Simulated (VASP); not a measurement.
# AlN (P6_3/mmc) in VASP: further runs

The runs below take AlN through single point, with PBEsol.

Everything below comes from runs of VASP 6.6.1. Logs are shortened: lines on timing, memory, paths and dates and some standing lists are left out, and cuts for length are marked.

## (1) The cell of the first run

The structure is hexagonal, space group P6_3/mmc (No. 194). Conventional cell: a = 3.169 Å, b = 3.169 Å, c = 4.170 Å, α = 90.00°, β = 90.00°, γ = 120.00°. Within 2.4 Å of Al (site symmetry -6m2) lie 5 N at 1.83 to 2.08 Å. N (site symmetry -6m2) has 5 Al at 1.83 to 2.08 Å within 2.4 Å.

## (2) Single point, PBEsol (volume 9.066 Å^3 an atom, c/a of the conventional cell 1.3158)

Input file INCAR:

```
ALGO = Normal
EDIFF = 1E-6
ENCUT = 520
GGA = PS
ISIF = 2
ISMEAR = 0
LASPH = T
LCHARG = T
LELF = T
LREAL = F
LVHAR = T
LWAVE = F
NBANDS = 16
NELM = 80
PREC = Accurate
SIGMA = 0.05
```

Input file KPOINTS:

```
k-points
0
Gamma
  9 9 6
```

Input file POSCAR:

```
AlN
1.0
    3.1689719672      0.0000000000      0.0000000000
   -1.5844859836      2.7444102275      0.0000000000
    0.0000000000      0.0000000000      4.1697333145
Al N
2 2
Direct
    0.3333333333      0.6666666667      0.7500000000
    0.6666666667      0.3333333333      0.2500000000
    0.3333333333      0.6666666667      0.2500000000
    0.6666666667      0.3333333333      0.7500000000
```

Potentials or basis: VASP PAW PBE potentials, release 64 (Al, N).

Launch:

```
> cat potpaw_PBE.64/Al/POTCAR potpaw_PBE.64/N/POTCAR > POTCAR
> mpirun -np 1 vasp_std > vasp.out
```

OUTCAR:

```text
EDIFF = 1E-6
   ENCUT = 520
   GGA = PS
   ISIF = 2
   ISMEAR = 0
   LASPH = T
   LREAL = F
   NELM = 80
   PREC = Accurate

 ion  position               nearest neighbor table
   1  0.333  0.667  0.750-   4 1.83   4 1.83   4 1.83   3 2.08   3 2.08   2 2.77   2 2.77   2 2.77
                             2 2.77   2 2.77   2 2.77
   2  0.667  0.333  0.250-   3 1.83   3 1.83   3 1.83   4 2.08   4 2.08   1 2.77   1 2.77   1 2.77
                             1 2.77   1 2.77   1 2.77
   3  0.333  0.667  0.250-   2 1.83   2 1.83   2 1.83   1 2.08   1 2.08
   4  0.667  0.333  0.750-   1 1.83   1 1.83   1 1.83   2 2.08   2 2.08

  LATTYP: Found a hexagonal cell.
 ALAT       =     3.1689719672
 C/A-ratio  =     1.3158000000

  Lattice vectors:

 A1 = (   3.1689719672,   0.0000000000,   0.0000000000)
 A2 = (  -1.5844859836,   2.7444102275,   0.0000000000)
 A3 = (   0.0000000000,   0.0000000000,   4.1697333145)

Analysis of symmetry for initial positions (statically):
=====================================================================
 Subroutine PRICEL returns:
 Original cell was already a primitive cell.

 Routine SETGRP: Setting up the symmetry group for a
 hexagonal supercell.

 Subroutine GETGRP returns: Found 24 space group operations
 (whereof 12 operations were pure point group operations)
 out of a pool of 24 trial point group operations.

The static configuration has the point symmetry D_3d.
 The point group associated with its full space group is D_6h.

Analysis of symmetry for dynamics (positions and initial velocities):
=====================================================================
 Subroutine PRICEL returns:
 Original cell was already a primitive cell.

 Routine SETGRP: Setting up the symmetry group for a
 hexagonal supercell.

 Subroutine GETGRP returns: Found 24 space group operations
 (whereof 12 operations were pure point group operations)
 out of a pool of 24 trial point group operations.

The dynamic configuration has the point symmetry D_3d.
 The point group associated with its full space group is D_6h.

 Subroutine INISYM returns: Found 24 space group operations
 (whereof 12 operations are pure point group operations),
 and found     1 'primitive' translations

[... 92 lines left out ...]
   ISPIN  =      1    spin polarized calculation?
   LNONCOLLINEAR =      F non collinear calculations
   LSORBIT =      F    spin-orbit coupling
   LASPH  =      T    aspherical Exc in radial PAW
   ENCUT  =  520.0 eV  38.22 Ry    6.18 a.u.   5.89  5.89  7.75*2*pi/ulx,y,z
   NELM   =     80;   NELMIN=  2; NELMDL= -5     # of ELM steps
   EDIFF  = 0.1E-05   stopping-criterion for ELM
   LREAL  =      F    real-space projection
   EDIFFG = 0.1E-04   stopping-criterion for IOM
   NSW    =      0    number of steps for IOM
   IBRION =     -1    ionic relax: 0-MD 1-quasi-New 2-CG
   NFREE  =      0    steps in history (QN), initial steepest desc. (CG)
   ISIF   =      2    stress and relaxation
   ISYM   =      2    0-nonsym 1-usesym 2-fastsym
   POTIM  = 0.5000    time-step for ionic-motion
   TEBEG  =    0.0;   TEEND  =   0.0 temperature during run
   PSTRESS=    0.0 pullay stress
   NELECT =      16.0000    total number of electrons
   NUPDOWN=      -1.0000    fix difference up-down
   EMIN   =  10.00;   EMAX   =-10.00  energy-range for DOS
   EFERMI =   0.00;   METHOD = LEGACY
   ISMEAR =     0;   SIGMA  =   0.05  broadening in eV -4-tet -1-fermi 0-gaus
   EFERMI_NEDOS =   21; number of points for ismear=-14 and -15
   IALGO  =     38    algorithm
   IMIX   =      4    mixing-type and parameters
     AMIX     =   0.40;   BMIX     =  1.00
     AMIX_MAG =   1.60;   BMIX_MAG =  1.00
  volume/ion in A,a.u.               =       9.07        61.18
  Fermi-wavevector in a.u.,A,eV,Ry     =   1.246301  2.355167 21.133467  1.553266
  Thomas-Fermi vector in A             =   2.380484
   LORBIT       =      0    0 simple, 1 ext, 2 COOP (PROOUT), +10 PAW based schemes
   GGA     = PS    functional components
   LHFCALC =     F    Hartree Fock is set to
   AEXX    =    0.0000 exact exchange contribution
   IVDW    =     0    specifies the selected vdW correction
   LEPSILON=     F    determine dielectric tensor
   LRPA    =     F    only Hartree local field effects (RPA)
 non-spin polarized calculation
 Gauss-broadening in eV      SIGMA  =   0.05
  energy-cutoff  :      520.00
  volume of cell :       36.26
 maximum number of plane-waves:       988
 NGX is ok and might be reduce to    24
   NGX = 11   NGY = 11   NGZ = 15

 number of electron      16.0000001 magnetization

 Free energy of the ion-electron system (eV)
  ---------------------------------------------------
  ext. energy  EPLUGINS =         0.00000000
  ---------------------------------------------------
  free energy    TOTEN  =       -30.71276071 eV

  energy without entropy =      -30.71276071  energy(sigma->0) =      -30.71276071

 E-fermi :   9.2981     XC(G=0): -11.7740

 val. band max:        9.0852237771   @ k =   0.0000   0.0000   0.0000
 cond. band min:      12.8969601006   @ k =   0.0000   0.0000   0.0000
 fundamental gap:      3.8117363235
 Fermi energy:         9.2980859631

 k-point     1 :       0.0000    0.0000    0.0000
  band No.  band energies     occupation
      1      -8.5504      2.00000
      2      -4.6426      2.00000
      3       1.3517      2.00000
      4       5.5296      2.00000
      5       5.5296      2.00000
      6       7.0780      2.00000
[... 433 lines left out ...]
      3       1.8221      2.00000
      4       3.0477      2.00000
      5       3.0477      2.00000
      6       5.3702      2.00000
[... 8 lines left out ...]
     15      20.9363      0.00000
     16      22.9066      0.00000

 [... further k-points ...]
[... 5 lines left out ...]
  --------------------------------------------------------------------------------------
  -------------------------------------------------------------------------------------
  Total        6.1393260      6.1393260      2.0921114      0.0000000     -0.0000000      0.0000000
  in kB      271.2411450    271.2411450     92.4314314      0.0000000     -0.0000000      0.0000000
  external PRESSURE =     211.6379072 kB  Pullay stress =       0.0000000 kB

 VOLUME and BASIS-vectors are now :
 -----------------------------------------------------------------------------
  energy-cutoff  :      520.00
  volume of cell :       36.26
      direct lattice vectors                 reciprocal lattice vectors
     3.168971967  0.000000000  0.000000000     0.315559749  0.182188506  0.000000000
    -1.584485984  2.744410227  0.000000000     0.000000000  0.364377013  0.000000000
     0.000000000  0.000000000  4.169733315     0.000000000  0.000000000  0.239823491

 POSITION                                       TOTAL-FORCE (eV/Angst)
 -----------------------------------------------------------------------------------
     -0.00000      1.82961      3.12730         0.000000     -0.000000      0.000000
      1.58449      0.91480      1.04243        -0.000000      0.000000      0.000000
     -0.00000      1.82961      1.04243         0.000000      0.000000      0.000000
      1.58449      0.91480      3.12730         0.000000     -0.000000      0.000000
 -----------------------------------------------------------------------------------
    total drift:                               -0.000000      0.000000     -0.000000

  FREE ENERGIE OF THE ION-ELECTRON SYSTEM (eV)
  ---------------------------------------------------
  free  energy   TOTEN  =       -30.7127607075 eV

  energy  without entropy=      -30.7127607075  energy(sigma->0) =      -30.71276071
```

OSZICAR:

```text
N       E                     dE             d eps       ncg     rms          rms(c)
DAV:   1     0.397678511984E+02    0.39768E+02   -0.74943E+03  1544   0.911E+02
DAV:   2    -0.322351741659E+02   -0.72003E+02   -0.66020E+02  2224   0.192E+02
DAV:   3    -0.352789426970E+02   -0.30438E+01   -0.30339E+01  1848   0.401E+01
DAV:   4    -0.352954921248E+02   -0.16549E-01   -0.16549E-01  1912   0.334E+00
DAV:   5    -0.352956919548E+02   -0.19983E-03   -0.19983E-03  1832   0.370E-01    0.120E+01
DAV:   6    -0.308039214461E+02    0.44918E+01   -0.82716E+00  1952   0.221E+01    0.426E+00
DAV:   7    -0.307519675374E+02    0.51954E-01   -0.75102E-01  1800   0.610E+00    0.296E+00
DAV:   8    -0.307192326912E+02    0.32735E-01   -0.84396E-02  1656   0.237E+00    0.731E-01
DAV:   9    -0.307125024644E+02    0.67302E-02   -0.16454E-02  1968   0.101E+00    0.252E-01
DAV:  10    -0.307128569070E+02   -0.35444E-03   -0.18227E-03  1800   0.288E-01    0.175E-01
DAV:  11    -0.307127624721E+02    0.94435E-04   -0.14217E-04  1792   0.922E-02    0.357E-02
DAV:  12    -0.307127610618E+02    0.14104E-05   -0.72977E-06  1848   0.219E-02    0.499E-03
DAV:  13    -0.307127607075E+02    0.35426E-06   -0.16269E-06  1512   0.992E-03
   1 F= -.30712761E+02 E0= -.30712761E+02  d E =-.780821E-12
```

stdout:

```text
POSCAR found type information on POSCAR AlN
 POSCAR found :  2 types and       4 ions
 scaLAPACK will be used
 -----------------------------------------------------------------------------
|                                                                             |
|                                                                             |
|     You enforced a specific xc type in the INCAR file but a different       |
|     I HOPE YOU KNOW WHAT YOU ARE DOING!                                     |
|                                                                             |
 -----------------------------------------------------------------------------

 LDA part: xc-table for (Slater+PW92), standard interpolation
 POSCAR, INCAR and KPOINTS ok, starting setup
 FFT: planning ... GRIDC
 FFT: planning ... GRID_SOFT
 FFT: planning ... GRID
 WAVECAR not read
 entering main loop
```

Wall time 14 s (1 thread of AMD EPYC 9R14 (Zen 4), shared host); peak memory 0.12 GiB.

Results:

```
Free energy            : -30.7128 eV
Pressure               : 21.2 GPa
Band gap on the k mesh : 3.81 eV, direct
```

Stress tensor (GPa, compression positive):
```
27.12  0.00  0.00
 0.00 27.12  0.00
 0.00  0.00  9.24
```

Caveat: the PAW data sets were made with another functional, which shifts forces and pressure a little.

## (3) Single point, PBEsol (volume 9.066 Å^3 an atom, c/a of the conventional cell 1.1761)

Input file INCAR:

```
ALGO = Normal
EDIFF = 1E-7
ENCUT = 520
GGA = PS
ISIF = 2
ISMEAR = 0
LASPH = T
LCHARG = F
LREAL = F
LWAVE = F
NBANDS = 16
NELM = 80
PREC = Accurate
SIGMA = 0.05
```

KPOINTS is that of step 2.

Input file POSCAR:

```
AlN
1.0
    3.2897806473      0.0000000000      0.0000000000
   -1.6448903237      2.8490336134      0.0000000000
    0.0000000000      0.0000000000      3.8691110193
Al N
2 2
Direct
    0.3333333333      0.6666666667      0.7500000000
    0.6666666667      0.3333333333      0.2500000000
    0.3333333333      0.6666666667      0.2500000000
    0.6666666667      0.3333333333      0.7500000000
```

Potentials or basis: VASP PAW PBE potentials, release 64 (Al, N).

Launch:

```
> cat potpaw_PBE.64/Al/POTCAR potpaw_PBE.64/N/POTCAR > POTCAR
> mpirun -np 1 vasp_std > vasp.out
```

Run time: 15 s. Hardware: 1 thread of AMD EPYC 9R14 (Zen 4), shared host; peak memory 0.12 GiB.

The run converged. Its results:

- Free energy: -30.7138 eV
- Pressure: 18.9 GPa
- Band gap on the k mesh: 3.99 eV, direct

Stress tensor (GPa, compression positive):
```
12.49  0.00  0.00
 0.00 12.49  0.00
 0.00  0.00 31.72
```

Levels at points of the mesh, in eV from the valence-band top:
| k point | band 4 | band 5 | band 6 | band 7 | band 8 | band 9 | band 10 | band 11 | band 12 | band 13 |
| --- | --- | --- | --- | --- | --- | --- | --- | --- | --- | --- |
| (0.00, 0.00, 0.00) | -3.51 | -3.51 | -1.36 | -1.36 | 0.00 | 3.99 | 5.20 | 8.59 | 8.59 | 12.12 |
| (0.00, 0.00, 0.50) | -3.65 | -2.49 | -2.49 | -2.49 | -2.49 | 6.32 | 6.32 | 8.56 | 8.56 | 8.56 |

Caveat: the PAW data sets were made with another functional, which shifts forces and pressure a little.

## (4) Single point, PBEsol (volume 9.066 Å^3 an atom, c/a of the conventional cell 1.2949)

Input file INCAR:

```
PREC = Accurate ; ENCUT = 520
EDIFF = 1E-6 ; ISMEAR = 0
SIGMA = 0.05 ; LREAL = F
LASPH = T ; NELM = 100
ALGO = Normal ; ISIF = 2
LWAVE = F ; LCHARG = F
GGA = PS ; NBANDS = 16
```

Input file KPOINTS:

```
regular mesh
0
Gamma
  9 9 6
```

Input file POSCAR:

```
AlN
1.0
    3.1859303796      0.0000000000      0.0000000000
   -1.5929651898      2.7590966434      0.0000000000
    0.0000000000      0.0000000000      4.1254612485
Al N
2 2
Direct
    0.3333333333      0.6666666667      0.7500000000
    0.6666666667      0.3333333333      0.2500000000
    0.3333333333      0.6666666667      0.2500000000
    0.6666666667      0.3333333333      0.7500000000
```

Launch:

```
> cat potpaw_PBE.64/Al/POTCAR potpaw_PBE.64/N/POTCAR > POTCAR
> mpirun -np 1 vasp_std > vasp.out
```

Run time: 13 s. Hardware: 1 thread of AMD EPYC 9R14 (Zen 4), shared host; peak memory 0.12 GiB.

It converged, with:

* Free energy: -30.7501 eV
* Pressure: 20.1 GPa
* Band gap on the k mesh: 3.83 eV, direct

Stress tensor (GPa, compression positive):
```
24.48  0.00  0.00
 0.00 24.48  0.00
 0.00  0.00 11.44
```

Levels at points of the mesh, in eV from the valence-band top:
```csv
k point,band 6,band 7,band 8,band 9,band 10,band 11
"(0.00, 0.00, 0.00)",-1.93,-1.93,0.00,3.83,5.14,8.71
"(0.00, 0.00, 0.50)",-2.79,-2.79,-2.79,6.11,6.11,8.87
```

Caveat: the PAW data sets were made with another functional, which shifts forces and pressure a little. A k mesh can miss the band edges.

## (5) Single point, PBEsol (volume 9.066 Å^3 an atom, c/a of the conventional cell 1.3371)

Input file INCAR:

```
ALGO     = Normal         # electronic algorithm
EDIFF    = 1E-7           # SCF threshold, eV
ENCUT    = 520            # plane-wave cutoff, eV
GGA      = PS             # functional
ISIF     = 2              # what is computed and relaxed
ISMEAR   = 0              # smearing method
LASPH    = T              # aspherical terms in the spheres
LCHARG   = T              # write CHGCAR
LELF     = T              # ELF
LREAL    = F              # projectors in reciprocal space
LVHAR    = T            
LWAVE    = F              # write WAVECAR
NBANDS   = 16             # bands
NELM     = 100            # most SCF steps
PREC     = Accurate       # precision mode
SIGMA    = 0.05           # smearing width, eV
```

Input file KPOINTS:

```
k-points
0
Gamma
  9 9 6
```

Input file POSCAR:

```
AlN
1.0
    3.1520545766      0.0000000000      0.0000000000
   -1.5760272883      2.7297593374      0.0000000000
    0.0000000000      0.0000000000      4.2146121743
Al N
2 2
Direct
    0.3333333333      0.6666666667      0.7500000000
    0.6666666667      0.3333333333      0.2500000000
    0.3333333333      0.6666666667      0.2500000000
    0.6666666667      0.3333333333      0.7500000000
```

Launch:

```
> cat potpaw_PBE.64/Al/POTCAR potpaw_PBE.64/N/POTCAR > POTCAR
> mpirun -np 1 vasp_std > vasp.out
```

Wall time 15 s (1 thread of AMD EPYC 9R14 (Zen 4), shared host); peak memory 0.12 GiB.

It converged, with:

- Free energy: -30.6637 eV
- Pressure: 22.4 GPa
- Band gap on the k mesh: 3.79 eV, direct

Stress tensor (GPa, compression positive):
```
29.96  0.00  0.00
 0.00 29.96  0.00
 0.00  0.00  7.30
```

Levels at points of the mesh, in eV from the valence-band top:
```csv
k point,band 4,band 5,band 6,band 7,band 8,band 9,band 10,band 11,band 12,band 13
"(0.00, 0.00, 0.00)",-3.54,-3.54,-2.08,-2.08,0.00,3.79,5.24,8.85,8.85,11.78
"(0.00, 0.00, 0.50)",-4.11,-2.85,-2.85,-2.85,-2.85,6.10,6.10,9.05,9.05,9.05
```

Caveat: the PAW data sets were made with another functional, which shifts forces and pressure a little.

## (6) Single point, PBEsol (volume 9.066 Å^3 an atom, c/a of the conventional cell 1.2144)

Input file INCAR:

```
  PREC = Accurate
  ENCUT = 520
  EDIFF = 1E-6
  ISMEAR = 0
  SIGMA = 0.05
  LREAL = False
  LASPH = True
  NELM = 60
  ALGO = Normal
  ISIF = 2
  LWAVE = False
  LCHARG = False
  GGA = PS
  NBANDS = 16
```

Input file KPOINTS:

```
regular mesh
0
Gamma
  9 9 6
```

Input file POSCAR:

```
AlN
1.0
    3.2548259655      0.0000000000      0.0000000000
   -1.6274129828      2.8187619710      0.0000000000
    0.0000000000      0.0000000000      3.9526606525
Al N
2 2
Direct
    0.3333333333      0.6666666667      0.7500000000
    0.6666666667      0.3333333333      0.2500000000
    0.3333333333      0.6666666667      0.2500000000
    0.6666666667      0.3333333333      0.7500000000
```

Potentials or basis: VASP PAW PBE potentials, release 64 (Al, N).

Launch:

```
> cat potpaw_PBE.64/Al/POTCAR potpaw_PBE.64/N/POTCAR > POTCAR
> mpirun -np 1 vasp_std > vasp.out
```

Run time: 14 s. Hardware: 1 thread of AMD EPYC 9R14 (Zen 4), shared host; peak memory 0.12 GiB.

The run converged. Its results:

| Property | Result |
| --- | --- |
| Free energy | -30.7783 eV |
| Pressure | 18.3 GPa |
| Band gap on the k mesh | 3.93 eV, direct |

Stress tensor (GPa, compression positive):
```
15.78  0.00  0.00
 0.00 15.78  0.00
 0.00  0.00 23.42
```

Levels at points of the mesh, in eV from the valence-band top:
| k point | band 4 | band 5 | band 6 | band 7 | band 8 | band 9 | band 10 | band 11 | band 12 | band 13 |
| --- | --- | --- | --- | --- | --- | --- | --- | --- | --- | --- |
| (0.00, 0.00, 0.00) | -3.54 | -3.54 | -1.57 | -1.57 | 0.00 | 3.93 | 5.12 | 8.58 | 8.58 | 12.09 |
| (0.00, 0.00, 0.50) | -3.76 | -2.60 | -2.60 | -2.60 | -2.60 | 6.23 | 6.23 | 8.63 | 8.63 | 8.63 |

Caveat: the PAW data sets were made with another functional, which shifts forces and pressure a little.

## (7) The runs side by side

| cell | gap on the mesh (eV) | pressure (GPa) |
| --- | --- | --- |
| a = 3.169, b = 3.169, c = 4.170 Å, angles 90.0, 90.0, 120.0°, 4 atoms | 3.81 | 21.2 |
| a = 3.290, b = 3.290, c = 3.869 Å, angles 90.0, 90.0, 120.0°, 4 atoms | 3.99 | 18.9 |
| a = 3.186, b = 3.186, c = 4.125 Å, angles 90.0, 90.0, 120.0°, 4 atoms | 3.83 | 20.1 |
| a = 3.152, b = 3.152, c = 4.215 Å, angles 90.0, 90.0, 120.0°, 4 atoms | 3.79 | 22.4 |
| a = 3.255, b = 3.255, c = 3.953 Å, angles 90.0, 90.0, 120.0°, 4 atoms | 3.93 | 18.3 |

Alike in all rows: task single point; level PBEsol; potentials or basis VASP PAW PBE potentials, release 64 (Al, N); no spin polarisation; k mesh 9 × 9 × 6; cutoff (eV) 520; smearing gaussian 0.05 eV.

Caveats: the PAW data sets were made with another functional, which shifts forces and pressure a little.

Total energies depend on the potentials used, so only differences within one code and one set of settings carry meaning.
